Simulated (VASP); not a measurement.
# Ti2Al (P6/mmm) in VASP: a series of runs

The runs below take Ti2Al through single point, with PBE.

All numbers are computed with VASP 6.6.1; they aren't measurements. Logs are shortened: lines on timing, memory, paths and dates and some standing lists are left out, and cuts for length are marked.

**1. The cell of the first run**

It takes space group P6/mmm (No. 191, hexagonal). Conventional cell: a = 4.543 Å, b = 4.543 Å, c = 2.729 Å, α = 90.00°, β = 90.00°, γ = 120.00°. Ti (site symmetry -6m2) has 5 Ti at 2.62 to 2.73 Å and 6 Al at 2.96 Å within 3.5 Å. Within 3.6 Å of Al (site symmetry 6/mmm) lie 2 Al at 2.73 Å and 12 Ti at 2.96 Å.

The cell was built from a structure type or drawn by symmetry, and may not be a known phase.

**2. Single point, PBE**

INCAR reads:

```
SYSTEM = Ti2Al
PREC = Accurate ; ENCUT = 520
EDIFF = 1E-7 ; ISMEAR = 0
SIGMA = 0.1 ; LREAL = .False.
LASPH = .True. ; NELM = 60
ALGO = Fast ; ISIF = 2
LWAVE = .False. ; LCHARG = .True.
GGA = PE ; LELF = .True.
LVHAR = .True. ; NBANDS = 20
```

KPOINTS reads:

```
regular mesh
0
Gamma
  6 6 6
  0 0 0
```

POSCAR reads:

```
Ti2Al
1.0
    4.5430395551      0.0000000000      0.0000000000
   -2.2715197775      3.9343876651      0.0000000000
    0.0000000000      0.0000000000      2.7289804371
Ti Al
2 1
Direct
    0.3333333333      0.6666666667      0.4999869191
    0.6666666667      0.3333333333      0.5000130809
    0.0000000000      0.0000000000      0.0000000000
```

Potentials or basis: VASP PAW PBE potentials, release 64 (Ti_sv, Al).

The run is started by

```
cat potpaw_PBE.64/Ti_sv/POTCAR potpaw_PBE.64/Al/POTCAR > POTCAR
mpirun -np 1 vasp_std > vasp.out
```

OUTCAR:

```text
SYSTEM = Ti2Al
   PREC = Accurate
   ENCUT = 520
   EDIFF = 1E-7
   ISMEAR = 0
   LREAL = .False.
   LASPH = .True.
   NELM = 60
   ISIF = 2
   GGA = PE

 ion  position               nearest neighbor table
   1  0.333  0.667  0.500-   2 2.62   2 2.62   2 2.62   3 2.96   3 2.96   3 2.96   3 2.96   3 2.96
                             3 2.96
   2  0.667  0.333  0.500-   1 2.62   1 2.62   1 2.62   3 2.96   3 2.96   3 2.96   3 2.96   3 2.96
                             3 2.96
   3  0.000  0.000  0.000-   1 2.96   2 2.96   1 2.96   2 2.96   2 2.96   1 2.96   2 2.96   1 2.96
                             1 2.96   2 2.96   2 2.96   1 2.96

  LATTYP: Found a hexagonal cell.
 ALAT       =     4.5430395551
 C/A-ratio  =     0.6006948441

  Lattice vectors:

 A1 = (   4.5430395551,   0.0000000000,   0.0000000000)
 A2 = (  -2.2715197775,   3.9343876651,   0.0000000000)
 A3 = (   0.0000000000,   0.0000000000,   2.7289804371)

Analysis of symmetry for initial positions (statically):
=====================================================================
 Subroutine PRICEL returns:
 Original cell was already a primitive cell.

 Routine SETGRP: Setting up the symmetry group for a
 hexagonal supercell.

 Subroutine GETGRP returns: Found 12 space group operations
 (whereof 12 operations were pure point group operations)
 out of a pool of 24 trial point group operations.

The static configuration has the point symmetry D_3d.

Analysis of symmetry for dynamics (positions and initial velocities):
=====================================================================
 Subroutine PRICEL returns:
 Original cell was already a primitive cell.

 Routine SETGRP: Setting up the symmetry group for a
 hexagonal supercell.

 Subroutine GETGRP returns: Found 12 space group operations
 (whereof 12 operations were pure point group operations)
 out of a pool of 24 trial point group operations.

The dynamic configuration has the point symmetry D_3d.

 Subroutine INISYM returns: Found 12 space group operations
 (whereof 12 operations are pure point group operations),
 and found     1 'primitive' translations

----------------------------------------------------------------------------------------

                                     Primitive cell

  volume of cell :      48.7780

  direct lattice vectors                    reciprocal lattice vectors
     4.543039555  0.000000000  0.000000000     0.220116948  0.127084579  0.000000000
    -2.271519778  3.934387665  0.000000000     0.000000000  0.254169158  0.000000000
     0.000000000  0.000000000  2.728980437     0.000000000  0.000000000  0.366437218

  length of vectors
     4.543039555  4.543039555  2.728980437     0.254169158  0.254169158  0.366437218

  position of ions in fractional coordinates (direct lattice)
     0.333333333  0.666666667  0.499986919
     0.666666667  0.333333333  0.500013081
     0.000000000  0.000000000  0.000000000

  ion indices of the primitive-cell ions
   primitive index   ion index
                 1           1
                 2           2
                 3           3

----------------------------------------------------------------------------------------

 KPOINTS: regular mesh

Automatic generation of k-mesh.
 Grid dimensions read from file:
 generate k-points for:    6    6    6

 Generating k-lattice:

  Cartesian coordinates                     Fractional coordinates (reciprocal lattice)
     0.036686158  0.021180763  0.000000000     0.166666667  0.000000000  0.000000000
     0.000000000  0.042361526  0.000000000     0.000000000  0.166666667  0.000000000
     0.000000000  0.000000000  0.061072870     0.000000000  0.000000000  0.166666667

  Length of vectors
     0.042361526  0.042361526  0.061072870

  Shift w.r.t. Gamma in fractional coordinates (k-lattice)
     0.000000000  0.000000000  0.000000000

 Subroutine IBZKPT returns following result:
 ===========================================

 Found     34 irreducible k-points:

 Following reciprocal coordinates:
            Coordinates               Weight
  0.000000  0.000000  0.000000      1.000000
  0.166667  0.000000  0.000000      6.000000
  0.333333 -0.000000  0.000000      6.000000
  0.500000  0.000000  0.000000      3.000000
  0.166667  0.166667  0.000000      6.000000
  0.333333  0.166667  0.000000     12.000000
[... 16 lines left out ...]
  0.500000  0.000000  0.333333      6.000000
  0.166667  0.166667  0.333333     12.000000
 [... further k-points ...]
   k-points           NKPTS =     34   k-points in BZ     NKDIM =     34   number of bands    NBANDS=     20
   number of dos      NEDOS =    301   number of ions     NIONS =      3
   total plane-waves  NPLWV =  25920
   dimension x,y,z NGX =    36 NGY =   36 NGZ =   20
   dimension x,y,z NGXF=    72 NGYF=   72 NGZF=   40
   ions per type =               2   1
   NGX,Y,Z   is equivalent  to a cutoff of  13.17, 13.17, 12.18 a.u.
   NGXF,Y,Z  is equivalent  to a cutoff of  26.35, 26.35, 24.37 a.u.
 SYSTEM =  Ti2Al
   PREC   = accura    normal or accurate (medium, high low for compatibility)
   ISTART =      0    job   : 0-new  1-cont  2-samecut
   ICHARG =      2    charge: 1-file 2-atom 10-const
   ISPIN  =      1    spin polarized calculation?
   LNONCOLLINEAR =      F non collinear calculations
   LSORBIT =      F    spin-orbit coupling
   LASPH  =      T    aspherical Exc in radial PAW
   ENCUT  =  520.0 eV  38.22 Ry    6.18 a.u.   8.45  8.45  5.07*2*pi/ulx,y,z
   NELM   =     60;   NELMIN=  2; NELMDL= -5     # of ELM steps
   EDIFF  = 0.1E-06   stopping-criterion for ELM
   LREAL  =      F    real-space projection
   EDIFFG = 0.1E-05   stopping-criterion for IOM
   NSW    =      0    number of steps for IOM
   IBRION =     -1    ionic relax: 0-MD 1-quasi-New 2-CG
   NFREE  =      0    steps in history (QN), initial steepest desc. (CG)
   ISIF   =      2    stress and relaxation
   ISYM   =      2    0-nonsym 1-usesym 2-fastsym
   POTIM  = 0.5000    time-step for ionic-motion
   TEBEG  =    0.0;   TEEND  =   0.0 temperature during run
   PSTRESS=    0.0 pullay stress
   NELECT =      27.0000    total number of electrons
   NUPDOWN=      -1.0000    fix difference up-down
   EMIN   =  10.00;   EMAX   =-10.00  energy-range for DOS
   EFERMI =   0.00;   METHOD = LEGACY
   ISMEAR =     0;   SIGMA  =   0.10  broadening in eV -4-tet -1-fermi 0-gaus
   EFERMI_NEDOS =   21; number of points for ismear=-14 and -15
   IALGO  =     68    algorithm
   IMIX   =      4    mixing-type and parameters
     AMIX     =   0.40;   BMIX     =  1.00
     AMIX_MAG =   1.60;   BMIX_MAG =  1.00
  volume/ion in A,a.u.               =      16.26       109.72
  Fermi-wavevector in a.u.,A,eV,Ry     =   1.344172  2.540116 24.582970  1.806797
  Thomas-Fermi vector in A             =   2.472187
   LORBIT       =      0    0 simple, 1 ext, 2 COOP (PROOUT), +10 PAW based schemes
   GGA     = PE    functional components
   LHFCALC =     F    Hartree Fock is set to
   AEXX    =    0.0000 exact exchange contribution
   IVDW    =     0    specifies the selected vdW correction
   LEPSILON=     F    determine dielectric tensor
   LRPA    =     F    only Hartree local field effects (RPA)
 non-spin polarized calculation
 RMM-DIIS sequential band-by-band and
 Gauss-broadening in eV      SIGMA  =   0.10
  energy-cutoff  :      520.00
  volume of cell :       48.78
 maximum number of plane-waves:      1330
 NGX is ok and might be reduce to    36
   NGX = 17   NGY = 17   NGZ = 11

 number of electron      27.0000012 magnetization

 Free energy of the ion-electron system (eV)
  ---------------------------------------------------
  ext. energy  EPLUGINS =         0.00000000
  ---------------------------------------------------
  free energy    TOTEN  =       -19.97562707 eV

  energy without entropy =      -19.95369815  energy(sigma->0) =      -19.96466261

 E-fermi :   8.4147     XC(G=0): -11.2789

 val. band max:        8.4108199163   @ k =   0.3333   0.1667   0.0000
 cond. band min:       8.4154227064   @ k =   0.1667   0.1667   0.0000
 fundamental gap:      0.0046027901
 Fermi energy:         8.4147016981

 k-point     1 :       0.0000    0.0000    0.0000
  band No.  band energies     occupation
      1     -48.1014      2.00000
      2     -47.9058      2.00000
      3     -24.5926      2.00000
      4     -24.5926      2.00000
      5     -24.0148      2.00000
      6     -24.0148      2.00000
[... 12 lines left out ...]
     19      12.7631      0.00000
     20      12.8183      0.00000

 k-point     2 :       0.1667    0.0000    0.0000
  band No.  band energies     occupation
      1     -48.0900      2.00000
      2     -47.9175      2.00000
      3     -24.6075      2.00000
      4     -24.5661      2.00000
      5     -24.0432      2.00000
      6     -23.9992      2.00000
[... 12 lines left out ...]
     19      12.0669      0.00000
     20      12.2589      0.00000

 k-point     3 :       0.3333   -0.0000    0.0000
  band No.  band energies     occupation
      1     -48.0606      2.00000
      2     -47.9476      2.00000
      3     -24.6350      2.00000
      4     -24.5028      2.00000
      5     -24.1105      2.00000
      6     -23.9780      2.00000
[... 12 lines left out ...]
     19      11.6193      0.00000
     20      11.7326      0.00000

 k-point     4 :       0.5000    0.0000    0.0000
  band No.  band energies     occupation
      1     -48.0368      2.00000
      2     -47.9717      2.00000
      3     -24.6479      2.00000
      4     -24.4615      2.00000
      5     -24.1536      2.00000
      6     -23.9627      2.00000
[... 12 lines left out ...]
     19      11.5689      0.00000
     20      11.5857      0.00000

 k-point     5 :       0.1667    0.1667    0.0000
  band No.  band energies     occupation
      1     -48.0692      2.00000
      2     -47.9388      2.00000
      3     -24.6342      2.00000
      4     -24.5115      2.00000
      5     -24.1000      2.00000
      6     -23.9836      2.00000
[... 12 lines left out ...]
     19      11.6590      0.00000
     20      12.0616      0.00000
[... 353 lines left out ...]
      6     -24.3536      2.00000
[... 12 lines left out ...]
     19      11.3321      0.00000
     20      12.4622      0.00000

 k-point    22 :       0.0000    0.3333    0.3333
  band No.  band energies     occupation
      1     -47.9969      2.00000
      2     -47.8869      2.00000
      3     -24.5676      2.00000
      4     -24.4579      2.00000
      5     -24.4398      2.00000
      6     -24.3536      2.00000
[... 12 lines left out ...]
     19      11.3321      0.00000
     20      13.0723      0.00000

 k-point    23 :       0.5000    0.0000    0.3333
  band No.  band energies     occupation
      1     -47.9738      2.00000
      2     -47.9103      2.00000
      3     -24.5797      2.00000
      4     -24.4361      2.00000
      5     -24.4019      2.00000
      6     -24.3722      2.00000
[... 12 lines left out ...]
     19      11.4310      0.00000
     20      12.0390      0.00000

 k-point    24 :       0.1667    0.1667    0.3333
  band No.  band energies     occupation
      1     -48.0054      2.00000
      2     -47.8783      2.00000
      3     -24.5666      2.00000
      4     -24.4658      2.00000
      5     -24.4491      2.00000
      6     -24.3459      2.00000
[... 12 lines left out ...]
     19      11.4060      0.00000
     20      12.4983      0.00000

 [... further k-points ...]
[... 5 lines left out ...]
  --------------------------------------------------------------------------------------
  -------------------------------------------------------------------------------------
  Total       -0.0174015     -0.0174015     -0.0528032     -0.0000000      0.0000000     -0.0000000
  in kB       -0.5715754     -0.5715754     -1.7343914     -0.0000000      0.0000000     -0.0000000
  external PRESSURE =      -0.9591807 kB  Pullay stress =       0.0000000 kB

 VOLUME and BASIS-vectors are now :
 -----------------------------------------------------------------------------
  energy-cutoff  :      520.00
  volume of cell :       48.78
      direct lattice vectors                 reciprocal lattice vectors
     4.543039555  0.000000000  0.000000000     0.220116948  0.127084579  0.000000000
    -2.271519778  3.934387665  0.000000000     0.000000000  0.254169158  0.000000000
     0.000000000  0.000000000  2.728980437     0.000000000  0.000000000  0.366437218

 POSITION                                       TOTAL-FORCE (eV/Angst)
 -----------------------------------------------------------------------------------
     -0.00000      2.62293      1.36445        -0.000000     -0.000000      0.000145
      2.27152      1.31146      1.36453         0.000000      0.000000     -0.000145
      0.00000      0.00000      0.00000         0.000000      0.000000      0.000000
 -----------------------------------------------------------------------------------
    total drift:                                0.000000      0.000000      0.000000

  FREE ENERGIE OF THE ION-ELECTRON SYSTEM (eV)
  ---------------------------------------------------
  free  energy   TOTEN  =       -19.9756270683 eV

  energy  without entropy=      -19.9536981488  energy(sigma->0) =      -19.96466261
```

Wall time 2.3 min (1 thread of Intel Xeon 8259CL, shared host); peak memory 0.18 GiB.

Results:

* Free energy: -19.9756 eV
* Pressure: -0.1 GPa
* Band gap on the k mesh: zero (an odd number of electrons rules out a gap without spin polarisation)

Stress tensor (GPa, compression positive):
```
-0.06  0.00  0.00
 0.00 -0.06  0.00
 0.00  0.00 -0.17
```

Caveat: the k points lie up to 0.38 Å⁻¹ apart, too coarse for converged energies and pressures of a metal.

**3. Single point, PBE, collinear spin**

INCAR reads:

```
SYSTEM = Ti2Al
ALGO     = Normal         ! electronic algorithm
EDIFF    = 1E-7           ! SCF threshold, eV
ENCUT    = 520            ! plane-wave cutoff, eV
GGA      = PE             ! functional
ISIF     = 2              ! what is computed and relaxed
ISMEAR   = 0              ! smearing method
ISPIN    = 2              ! spin polarisation
LASPH    = .TRUE.         ! aspherical terms in the spheres
LCHARG   = .FALSE.        ! write CHGCAR
LMAXMIX  = 4              ! l up to which the mixer works
LORBIT   = 11             ! projections on sites
LREAL    = .FALSE.        ! projectors in reciprocal space
LWAVE    = .FALSE.        ! write WAVECAR
MAGMOM   = 1 1 0          ! initial moments
NBANDS   = 24             ! bands
NELM     = 150            ! most SCF steps
PREC     = Accurate       ! precision mode
SIGMA    = 0.1            ! smearing width, eV
```

KPOINTS reads:

```
k-points
0
G
  6 6 6
  0 0 0
```

POSCAR reads:

```
Ti2Al
1.0
    4.5430395551      0.0000000000      0.0000000000
   -2.2715197775      3.9343876651      0.0000000000
    0.0000000000      0.0000000000      2.7289804371
Ti Al
2 1
Direct
    0.3333333333      0.6666666667      0.5000000000
    0.6666666667      0.3333333333      0.5000000000
    0.0000000000      0.0000000000      0.0000000000
```

Potentials or basis: VASP PAW PBE potentials, release 64 (Ti_sv, Al).

The run is started by

```
cat potpaw_PBE.64/Ti_sv/POTCAR potpaw_PBE.64/Al/POTCAR > POTCAR
mpirun -np 1 vasp_std > vasp.out
```

Wall time 1.7 min (1 thread of Intel Xeon 8259CL, shared host); peak memory 0.21 GiB.

It converged, with:

```yaml
Free_energy: -19.9761 eV
Pressure: 0.0 GPa
Net_moment: 0.32 μB per cell
Site_moments: Ti +0.13; Al -0.00 μB
Valence_electrons_inside_the_program's_atomic_spheres: Ti 10.35; Al 0.79
```

Stress tensor (GPa, compression positive):
```
 0.08  0.00  0.00
 0.00  0.08  0.00
 0.00  0.00 -0.18
```

Levels at points of the mesh, in eV from the Fermi level:
Spin up:
```csv
k point,band 11,band 12,band 13,band 14,band 15,band 16,band 17,band 18
"(0.00, 0.00, 0.00)",-2.16,-1.53,-0.21,0.16,0.16,2.21,2.21,3.12
"(0.50, 0.00, 0.00)",-1.96,-1.48,-0.60,-0.26,-0.09,1.99,2.20,2.24
"(0.00, 0.00, 0.50)",-1.46,-1.46,0.18,0.18,0.33,0.33,1.29,1.29
"(0.50, 0.00, 0.50)",-2.39,-1.46,-0.56,0.12,0.26,1.71,3.01,3.22
```
Spin down:
```csv
k point,band 10,band 11,band 12,band 13,band 14,band 15,band 16,band 17
"(0.00, 0.00, 0.00)",-2.10,-2.10,-1.35,0.00,0.30,0.30,2.27,2.27
"(0.50, 0.00, 0.00)",-4.59,-1.83,-1.44,-0.39,-0.06,0.04,2.05,2.30
"(0.00, 0.00, 0.50)",-3.11,-1.41,-1.41,0.22,0.22,0.42,0.42,1.44
"(0.50, 0.00, 0.50)",-2.64,-2.34,-1.41,-0.40,0.25,0.42,1.76,3.12
```

Caveat: the k points lie up to 0.38 Å⁻¹ apart.
